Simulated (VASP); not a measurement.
**C: single point with PBE**

Crystal: C.

```
CELL_PARAMETERS angstrom
2.40905 0.00000 0.00000
-1.20453 2.13607 0.00000
0.00000 0.00000 8.56531
ATOMIC_POSITIONS crystal
C 0.94231 0.00000 0.00250
C 0.05769 0.00000 0.50250
C 0.27564 0.66667 0.00250
C 0.72436 0.33333 0.50250
```

This cell differs from its parent crystal: atoms displaced along a vibrational mode, the cell strained.

```
Program             : VASP 6.6.1
Task                : single point
Functional          : PBE
Potentials or basis : VASP PAW PBE potentials, release 64 (C)
Cutoff              : 520 eV
k mesh              : 18 × 18 × 6
Occupations         : gaussian, width 0.15 eV
Spin                : no spin polarisation
```

```yaml
Pressure: 8.5 GPa
Largest_force: 0.287 eV/Å
```

Forces in eV/Å, atoms in the order of the input:
```
C    0.001  0.286  0.000
C   -0.001 -0.286  0.000
C   -0.001 -0.287  0.000
C    0.001  0.287  0.000
```

Stress tensor (GPa, compression positive):
```
21.37  0.00  0.00
 0.00  4.14  0.00
 0.00  0.00 -0.03
```

It took 8.9 min on 1 thread of Intel Xeon 8259CL, on a shared host, peak memory 0.41 GiB.

Caveat: the cell differs from its parent crystal (atoms displaced along a vibrational mode, the cell strained); the stress differs along the axes, from -0 to 21 GPa; this functional lacks dispersion, which binds layers or chains, so the pressure and a relaxed spacing across them are unreliable.
